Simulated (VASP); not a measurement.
# BN (I-4m2) in VASP: single point with HSE06

Aim: the single point of BN with HSE06.

All numbers are computed with VASP 6.6.1; they aren't measurements. Logs are shortened: lines on timing, memory, paths and dates and some standing lists are left out, and cuts for length are marked.

### Step 1. The cell of the first run

It takes space group I-4m2 (No. 119, tetragonal). Conventional cell: a = 2.552 Å, b = 2.552 Å, c = 3.520 Å, α = 90.00°, β = 90.00°, γ = 90.00°. B (site symmetry -4m2) has 4 N at 1.55 Å within 2.1 Å. N (site symmetry -4m2) has 4 B at 1.55 Å within 2.1 Å.

### Step 2. Single point, HSE06 (uniaxial z strain -2.5%)

POSCAR reads:

```
BN
1.0
    0.0000000000      1.8048254535      1.7598852997
    1.8048254535      0.0000000000      1.7598852997
    1.8048254535      1.8048254535      0.0000000000
B N
1 1
Direct
    0.0000000000      0.0000000000      0.0000000000
    0.2500000000      0.2500000000      0.2500000000
```

INCAR.step1 reads:

```
SYSTEM = BN
PREC = Accurate
ENCUT = 520
EDIFF = 1E-5
ISMEAR = 0
SIGMA = 0.01
LREAL = .False.
LASPH = .True.
NELM = 60
ALGO = Normal
ISIF = 2
LWAVE = .True.
GGA = PE
NBANDS = 11
```

INCAR.step2 reads:

```
SYSTEM = BN
PREC = Accurate
ENCUT = 520
EDIFF = 1E-6
ISMEAR = 0
SIGMA = 0.01
LREAL = .False.
LASPH = .True.
NELM = 60
ALGO = Normal
ISIF = 2
LWAVE = .False.
LCHARG = .True.
GGA = PE
LHFCALC = .True.
HFSCREEN = 0.2079
PRECFOCK = Normal
LELF = .True.
LVHAR = .True.
ISTART = 1
NBANDS = 11
```

KPOINTS reads:

```
Automatic mesh
0
Gamma
  8 8 8
  0 0 0
```

Potentials or basis: VASP PAW PBE potentials, release 64 (B, N).

On the command line:

```
$ cat potpaw_PBE.64/B/POTCAR potpaw_PBE.64/N/POTCAR > POTCAR
$ cp INCAR.step1 INCAR
$ mpirun -np 1 vasp_std > vasp.out
$ cp INCAR.step2 INCAR
$ mpirun -np 1 vasp_std > vasp.out
```

OUTCAR:

```text
SYSTEM = BN
   PREC = Accurate
   ENCUT = 520
   EDIFF = 1E-6
   ISMEAR = 0
   LREAL = .False.
   LASPH = .True.
   NELM = 60
   ISIF = 2
   GGA = PE
   LHFCALC = .True.
   HFSCREEN = 0.2079
   PRECFOCK = Normal
   ISTART = 1

 ion  position               nearest neighbor table
   1  0.000  0.000  0.000-   2 1.55   2 1.55   2 1.55   2 1.55
   2  0.250  0.250  0.250-   1 1.55   1 1.55   1 1.55   1 1.55

  LATTYP: Found a body centered tetragonal cell.
 ALAT       =     2.5524086341
 C/A-ratio  =     1.3789996447

  Lattice vectors:

 A1 = (   0.0000000000,  -1.8048254535,  -1.7598852997)
 A2 = (   0.0000000000,   1.8048254535,  -1.7598852997)
 A3 = (   1.8048254535,   0.0000000000,   1.7598852997)

Analysis of symmetry for initial positions (statically):
=====================================================================
 Subroutine PRICEL returns:
 Original cell was already a primitive cell.

 Routine SETGRP: Setting up the symmetry group for a
 body centered tetragonal supercell.

 Subroutine GETGRP returns: Found  8 space group operations
 (whereof  8 operations were pure point group operations)
 out of a pool of 16 trial point group operations.

The static configuration has the point symmetry D_2d.

Analysis of symmetry for dynamics (positions and initial velocities):
=====================================================================
 Subroutine PRICEL returns:
 Original cell was already a primitive cell.

 Routine SETGRP: Setting up the symmetry group for a
 body centered tetragonal supercell.

 Subroutine GETGRP returns: Found  8 space group operations
 (whereof  8 operations were pure point group operations)
 out of a pool of 16 trial point group operations.

The dynamic configuration has the point symmetry D_2d.

 Subroutine INISYM returns: Found  8 space group operations
 (whereof  8 operations are pure point group operations),
 and found     1 'primitive' translations

----------------------------------------------------------------------------------------

                                     Primitive cell

  volume of cell :      11.4653

  direct lattice vectors                    reciprocal lattice vectors
     0.000000000  1.804825453  1.759885300    -0.277035100  0.277035100  0.284109425
     1.804825453  0.000000000  1.759885300     0.277035100 -0.277035100  0.284109425
     1.804825453  1.804825453  0.000000000     0.277035100  0.277035100 -0.284109425

  length of vectors
     2.520831447  2.520831447  2.552408634     0.483957703  0.483957703  0.483957703

  position of ions in fractional coordinates (direct lattice)
[... 98 lines left out ...]
     AMIX     =   0.40;   BMIX     =  1.00
     AMIX_MAG =   1.60;   BMIX_MAG =  1.00
  volume/ion in A,a.u.               =       5.73        38.69
  Fermi-wavevector in a.u.,A,eV,Ry     =   1.452033  2.743945 28.686532  2.108401
  Thomas-Fermi vector in A             =   2.569462
   LORBIT       =      0    0 simple, 1 ext, 2 COOP (PROOUT), +10 PAW based schemes
   GGA     = PE    functional components
   LHFCALC =     T    Hartree Fock is set to
   PRECFOCK=normal    Normal, Fast or Accurate (Low or Medium for compatibility)
   ENCUT4O =  -1.0   cutoff for four orbital integrals eV
   NKREDX  =     1    reduce k-point grid by
   NKREDY  =     1    reduce k-point grid by
   NKREDZ  =     1    reduce k-point grid by
   AEXX    =    0.2500 exact exchange contribution
   HFSCREEN=    0.2079 screening length (either q_TF or 0.3 A-1)
   HFSCREENC=   0.2079 screening length for correlation (either q_TF or 0.3 A-1)
   ENCUTFOCK=  -1.0 apply spherical cutoff to Coloumb kernel
   IVDW    =     0    specifies the selected vdW correction
   LEPSILON=     F    determine dielectric tensor
   LRPA    =     F    only Hartree local field effects (RPA)
 non-spin polarized calculation
 Gauss-broadening in eV      SIGMA  =   0.01
  energy-cutoff  :      520.00
  volume of cell :       11.47
 maximum number of plane-waves:       323
  NGX = 16; NGY = 16; NGZ = 16

 number of electron       7.9999998 magnetization

 Free energy of the ion-electron system (eV)
  ---------------------------------------------------
  ext. energy  EPLUGINS =         0.00000000
  ---------------------------------------------------
  free energy    TOTEN  =       -20.31495533 eV

  energy without entropy =      -20.31495533  energy(sigma->0) =      -20.31495533

 E-fermi :   7.2520     XC(G=0): -10.6022

 val. band max:        7.0745480394   @ k =   0.0000   0.0000   0.0000
 cond. band min:      12.4197109868   @ k =   0.5000   0.5000   0.0000
 fundamental gap:      5.3451629473
 Fermi energy:         7.2519849705

 k-point     1 :       0.0000    0.0000    0.0000
  band No.  band energies     occupation
      1     -15.5530      2.00000
      2       6.8264      2.00000
      3       6.8264      2.00000
      4       7.0745      2.00000
      5      17.4989      0.00000
      6      17.6816      0.00000
      7      17.6816      0.00000
      8      19.5479      0.00000
      9      34.2283      0.00000
     10      36.3737      0.00000
     11      37.1847      0.00000
[... 309 lines left out ...]
 k-point    24 :       0.3750    0.0000    0.1250
  band No.  band energies     occupation
      1     -12.4421      2.00000
      2      -1.5790      2.00000
      3       4.1225      2.00000
      4       4.3707      2.00000
      5      17.8802      0.00000
      6      20.4039      0.00000
      7      21.4020      0.00000
      8      23.3045      0.00000
      9      29.8834      0.00000
     10      35.2038      0.00000
     11      36.7915      0.00000

 [... further k-points ...]

------------------------ aborting loop because EDIFF is reached ----------------------------------------

  FORCE on cell =-STRESS in cart. coord.  units (eV):
  Direction    XX          YY          ZZ          XY          YZ          ZX
  --------------------------------------------------------------------------------------
  -------------------------------------------------------------------------------------
  Total        0.0724518      0.0724518      1.2259289      0.0000000      0.0000000      0.0000000
  in kB       10.1245276     10.1245276    171.3132977      0.0000000      0.0000000      0.0000000
  external PRESSURE =      63.8541177 kB  Pullay stress =       0.0000000 kB

 VOLUME and BASIS-vectors are now :
 -----------------------------------------------------------------------------
  energy-cutoff  :      520.00
  volume of cell :       11.47
      direct lattice vectors                 reciprocal lattice vectors
     0.000000000  1.804825453  1.759885300    -0.277035100  0.277035100  0.284109425
     1.804825453  0.000000000  1.759885300     0.277035100 -0.277035100  0.284109425
     1.804825453  1.804825453  0.000000000     0.277035100  0.277035100 -0.284109425

 POSITION                                       TOTAL-FORCE (eV/Angst)
 -----------------------------------------------------------------------------------
      0.00000      0.00000      0.00000         0.000000      0.000000     -0.000000
      0.90241      0.90241      0.87994        -0.000000     -0.000000      0.000000
 -----------------------------------------------------------------------------------
    total drift:                                0.000001      0.000001     -0.000001

  FREE ENERGIE OF THE ION-ELECTRON SYSTEM (eV)
  ---------------------------------------------------
  free  energy   TOTEN  =       -20.3149553276 eV

  energy  without entropy=      -20.3149553276  energy(sigma->0) =      -20.31495533
```

OSZICAR.step1:

```text
N       E                     dE             d eps       ncg     rms          rms(c)
DAV:   1     0.107800781179E+02    0.10780E+02   -0.51268E+03  1322   0.733E+02
DAV:   2    -0.179425872884E+02   -0.28723E+02   -0.27517E+02  1530   0.167E+02
DAV:   3    -0.184320033188E+02   -0.48942E+00   -0.48885E+00  1517   0.190E+01
DAV:   4    -0.184325184760E+02   -0.51516E-03   -0.51515E-03  1403   0.694E-01
DAV:   5    -0.184325189408E+02   -0.46481E-06   -0.46474E-06  1517   0.203E-02    0.688E+00
DAV:   6    -0.175163702829E+02    0.91615E+00   -0.28945E+00  1355   0.998E+00    0.337E+00
DAV:   7    -0.174346820877E+02    0.81688E-01   -0.11800E-01  1439   0.280E+00    0.196E+00
DAV:   8    -0.174195131967E+02    0.15169E-01   -0.36761E-02  1430   0.140E+00    0.209E-01
DAV:   9    -0.174197133609E+02   -0.20016E-03   -0.91440E-04  1373   0.260E-01    0.863E-02
DAV:  10    -0.174197961339E+02   -0.82773E-04   -0.11674E-04  1414   0.922E-02    0.154E-02
DAV:  11    -0.174198010534E+02   -0.49195E-05   -0.85077E-06  1394   0.241E-02
   1 F= -.17419801E+02 E0= -.17419801E+02  d E =-.739203E-42
```

Run time: 37 min. Hardware: 1 thread of Intel Xeon 8259CL, shared host; peak memory 0.24 GiB.

Results:

| Property | Result |
| --- | --- |
| Free energy | -20.3150 eV |
| Pressure | 6.4 GPa |
| Band gap on the k mesh | 5.35 eV (least direct gap 10.42 eV) |

Stress tensor (GPa, compression positive):
```
 1.01  0.00  0.00
 0.00  1.01  0.00
 0.00  0.00 17.13
```

Caveat: the cell differs from its parent crystal (uniaxial z strain -2.5%); the stress differs along the axes, from 1 to 17 GPa; the PAW data sets were made with another functional, which shifts forces and pressure a little.
